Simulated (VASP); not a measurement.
A run of VASP 6.6.1 is set up as follows.

The input INCAR:

```
PREC     = Accurate       # precision mode
ENCUT    = 520            # plane-wave cutoff, eV
EDIFF    = 1E-6           # SCF threshold, eV
ISMEAR   = 0              # smearing method
SIGMA    = 0.02           # smearing width, eV
LREAL    = F              # projectors in reciprocal space
LASPH    = T              # aspherical terms in the spheres
NELM     = 60             # most SCF steps
ALGO     = Normal         # electronic algorithm
ISIF     = 2              # what is computed and relaxed
LWAVE    = F              # write WAVECAR
LCHARG   = F              # write CHGCAR
GGA      = PE             # functional
NBANDS   = 25             # bands
```

The input KPOINTS:

```
regular mesh
0
Gamma
  6 6 6
```

The input POSCAR:

```
Si3N4
1.0
    4.1309211519      0.0000000000      0.0000000000
    0.0000000000      4.1309211519      0.0000000000
    0.0000000000      0.0000000000      4.1309211519
Si N
3 4
Direct
    0.0000000000      0.0000000000      0.5000000000
    0.0000000000      0.5000000000      0.0000000000
    0.5000000000      0.0000000000      0.0000000000
    0.2395266645      0.2395266645      0.2395266645
    0.2395266645      0.7604733355      0.7604733355
    0.7604733355      0.2395266645      0.7604733355
    0.7604733355      0.7604733355      0.2395266645
```

Potentials or basis: VASP PAW PBE potentials, release 64 (Si, N).

The run is started by

```sh
$ cat potpaw_PBE.64/Si/POTCAR potpaw_PBE.64/N/POTCAR > POTCAR
$ mpirun -np 1 vasp_std > vasp.out
```

Task: Estimate the pressure.

Result: -0.3 GPa.

Task: Predict the largest force.

Result: 0.018 eV/Å.

Task: Estimate the band gap on the k mesh.

Result: 2.72 eV, indirect (least direct gap 2.92 eV).

Forces in eV/Å, atoms in the order of the input:
```
Si   0.000  0.000  0.000
Si   0.000  0.000  0.000
Si   0.000  0.000  0.000
N   -0.011 -0.011 -0.011
N   -0.011  0.011  0.011
N    0.011 -0.011  0.011
N    0.011  0.011 -0.011
```

A k mesh can miss the band edges. A hybrid or GW would open this gap; PBE tends to underestimate it.
